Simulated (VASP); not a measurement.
SnSe4:

```
Sn Se
1.0
     4.47346    0.00000    0.00000
    -2.23673    3.87413    0.00000
     0.00000    0.00000   10.68699
Sn Se
1 4
Direct
  0.00000 0.00000 0.50000
  0.33333 0.66667 0.00000
  0.66667 0.33333 0.00000
  0.00000 0.00000 0.71897
  0.00000 0.00000 0.28103
```

The cell was built from a structure type or drawn by symmetry, and may not be a known phase.

| Quantity | Value |
| --- | --- |
| Program | VASP 6.6.1 |
| Task | relaxation of cell and atoms |
| Functional | PBE |
| Potentials or basis | VASP PAW PBE potentials, release 64 (Sn_d, Se) |
| Cutoff | 600 eV |
| k mesh | 12 × 12 × 4 |
| Occupations | gaussian, width 0.1 eV |
| Spin | no spin polarisation |

At the start: pressure 0.4 GPa; volume 37.04 Å³/atom.

Q: Where does the relaxation end?

A: Over 23 steps the energy falls by 3.0 meV/atom and the volume is 39.83 Å³/atom (+7.5 %); space group P6/mmm (No. 191, to 0.1 Å) before and after.

The path:
| step | energy change (eV) | largest force (eV/Å) | pressure (GPa) | volume (Å³) |
| --- | --- | --- | --- | --- |
| 1 | 0.0000 | 0.0839 | 0.40 | 185.21 |
| 2 | -0.0080 | 0.0394 | 0.29 | 187.69 |
| 3 | -0.0086 | 0.0848 | 0.26 | 188.57 |
| 4 | -0.0076 | 0.1889 | -0.32 | 191.51 |
| 5 | -0.0097 | 0.0319 | 0.00 | 189.80 |
| 6 | -0.0099 | 0.0363 | 0.01 | 189.82 |
| 7 | -0.0102 | 0.0480 | 0.02 | 189.90 |
| 8 | -0.0105 | 0.0715 | 0.05 | 190.05 |
| 9 | -0.0106 | 0.0681 | 0.05 | 190.07 |
| 10 | -0.0107 | 0.0576 | 0.07 | 190.14 |
| 11 | -0.0110 | 0.0362 | 0.10 | 190.27 |
| 12 | -0.0113 | 0.0073 | 0.18 | 190.54 |
| 13 | -0.0110 | 0.0981 | 0.32 | 191.07 |
| 14 | -0.0113 | 0.0324 | 0.21 | 190.68 |
| 15 | -0.0116 | 0.0309 | 0.21 | 190.93 |
| 16 | -0.0122 | 0.0271 | 0.19 | 191.66 |
| 17 | -0.0132 | 0.0209 | 0.14 | 193.14 |
| 18 | -0.0144 | 0.0160 | 0.06 | 196.09 |
| 19 | -0.0145 | 0.0362 | -0.04 | 202.05 |
| 20 | -0.0148 | 0.0308 | 0.00 | 199.72 |
| 21 | -0.0148 | 0.0294 | 0.00 | 199.06 |
| 22 | -0.0149 | 0.0422 | -0.07 | 199.26 |
| 23 | -0.0149 | 0.0087 | -0.03 | 199.17 |

Final structure:
```
Sn Se
1.0
     4.53157    0.00000    0.00000
    -2.26579    3.92446    0.00000
     0.00000    0.00000   11.19926
Sn Se
1 4
Cartesian
  0.0000 0.0000 5.5996
  0.0000 2.6163 0.0000
  2.2658 1.3082 0.0000
  0.0000 0.0000 7.9297
  0.0000 0.0000 3.2696
```

Caveat: this functional lacks dispersion, which binds the layers, so the pressure and a relaxed spacing across them are unreliable.
